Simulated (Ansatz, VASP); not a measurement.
TiSi in VASP and in Ansatz

File POSCAR:

```
TiSi
1.0
    0.0000000000      2.8948783453      2.8948783453
    2.8948783453      0.0000000000      2.8948783453
    2.8948783453      2.8948783453      0.0000000000
Ti Si
1 1
Direct
    0.0000000000      0.0000000000      0.0000000000
    0.2500000000      0.2500000000      0.2500000000
```

File INCAR.step1:

```
PREC = Accurate
ENCUT = 600
ISMEAR = 0
SIGMA = 0.02
LREAL = F
LASPH = T
NELM = 60
GGA = PE
ALGO = Normal
EDIFF = 1E-4
LWAVE = T
LCHARG = F
```

Contents of INCAR.step2:

```
PREC = Accurate
ENCUT = 600
EDIFF = 1E-6
ISMEAR = 0
SIGMA = 0.02
LREAL = F
LASPH = T
NELM = 60
ALGO = Normal
ISIF = 3
LWAVE = F
LCHARG = F
METAGGA = R2SCAN
LMIXTAU = T
IBRION = 2
NSW = 100
EDIFFG = -0.01
ISTART = 1
```

The input KPOINTS:

```
Automatic mesh
0
Gamma
  10 10 10
```

Input for Ansatz:

```yaml
crystal:
  lattice:
    - [0.0, 2.8948783453, 2.8948783453]
    - [2.8948783453, 0.0, 2.8948783453]
    - [2.8948783453, 2.8948783453, 0.0]
  atoms:
    - { symbol: Ti, position: [0.0, 0.0, 0.0] }
    - { symbol: Si, position: [0.25, 0.25, 0.25] }
basis:
  ecutwfc: 500
kpoints:
  mp_grid: { grid: [10, 10, 10] }
hamiltonian:
  xc: r2scan
scf:
  occupations: { method: gaussian, width: 0.02 }
output:
  forces: true
  stress: true
  eigenvalues: true
  write_density: true
  write_potential: true
  elf: true
  volumetric_format: npy
relax:
  adjacent_minimum: "off"
  f_tol: 0.01
  max_steps: 80
  cell: { stress_tol: 0.05 }
```

Alike in both runs: task relaxation of cell and atoms; functional r2SCAN; k mesh 10 × 10 × 10; occupations gaussian, width 0.02 eV; no spin polarisation.

```csv
,VASP,Ansatz
version,VASP 6.6.1,Ansatz 0.2.0
potentials or method,"VASP PAW PBE potentials, release 64 (Ti_sv, Si), cutoff 600 eV","scalar-relativistic, plane waves, PAW"
valence electrons in the cell,16,16
```

Ansatz gave:

| Quantity | Value |
| --- | --- |
| gap on the k mesh at the Fermi level, each at its own relaxed structure (eV) | 0.34 |
| relaxed volume (Å³/atom) | 24.31 |
| relaxed length of the cell vector where the two differ most in proportion (Å) | 4.097 |

Q: What did VASP give for the same quantities?

A: gap on the k mesh at the Fermi level, each at its own relaxed structure (eV): 0.35; relaxed volume (Å³/atom): 24.33; relaxed length of the cell vector where the two differ most in proportion (Å): 4.098.

VASP's potentials were made for PBE, not for r2SCAN.
